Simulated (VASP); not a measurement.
Write the native input for VASP 6.6.1 that does the following.

```
Task                   : single point
Functional             : r2SCAN
Potentials or basis    : VASP PAW PBE potentials, release 64 (Te, Pb_d)
Cutoff                 : 520 eV
k mesh                 : 10 × 10 × 10
Occupations            : gaussian, width 0.05 eV
Spin                   : no spin polarisation
Dipole correction      : no
Further INCAR settings : ALGO = Normal; EDIFF = 1e-06; NBANDS = 17
```

The system is TePb.

```xyz
2
Lattice="3.7055 0.0000 0.0000 0.0000 3.7055 0.0000 0.0000 0.0000 3.7055" Properties=species:S:1:pos:R:3 pbc="T T T"
Te    1.8527    1.8527    1.8527
Pb    0.0000    0.0000    0.0000
```

This cell differs from its parent crystal: volume scaled by 0.800.

These files were run (other wordings do the same):

POSCAR

```
TePb
1.0
    3.7054797950      0.0000000000      0.0000000000
    0.0000000000      3.7054797950      0.0000000000
    0.0000000000      0.0000000000      3.7054797950
Te Pb
1 1
Direct
    0.5000000000      0.5000000000      0.5000000000
    0.0000000000      0.0000000000      0.0000000000
```

INCAR.step1

```
PREC = Accurate
ENCUT = 520
ISMEAR = 0
SIGMA = 0.05
LREAL = False
LASPH = True
NELM = 60
NBANDS = 17
GGA = PE
ALGO = Normal
EDIFF = 1E-4
LWAVE = True
LCHARG = False
```

INCAR.step2

```
PREC = Accurate
ENCUT = 520
EDIFF = 1E-6
ISMEAR = 0
SIGMA = 0.05
LREAL = False
LASPH = True
NELM = 60
ALGO = Normal
ISIF = 2
LWAVE = False
LCHARG = False
METAGGA = R2SCAN
LMIXTAU = True
NBANDS = 17
ISTART = 1
```

KPOINTS

```
Automatic mesh
0
Gamma
  10 10 10
```

Potentials or basis: VASP PAW PBE potentials, release 64 (Te, Pb_d).

Run with:

```sh
$ cat potpaw_PBE.64/Te/POTCAR potpaw_PBE.64/Pb_d/POTCAR > POTCAR
$ cp INCAR.step1 INCAR
$ mpirun -np 1 vasp_std > vasp.out
$ cp INCAR.step2 INCAR
$ mpirun -np 1 vasp_std > vasp.out
```

Results of the run:

```json
{
 "Pressure": "15.4 GPa",
 "Band gap on the k mesh": "zero (band 10 reaches 9.58 eV, above the bottom of band 11 at 7.52 eV)"
}
```

Caveat: the PAW data sets were made with another functional, which shifts forces and pressure a little; spin-orbit coupling is left out, which moves the levels of the heavy elements.

Run time: 56 s on 1 thread of Intel(R) Xeon(R) 6975P-C (Granite Rapids), on a shared host, peak memory 0.19 GiB.
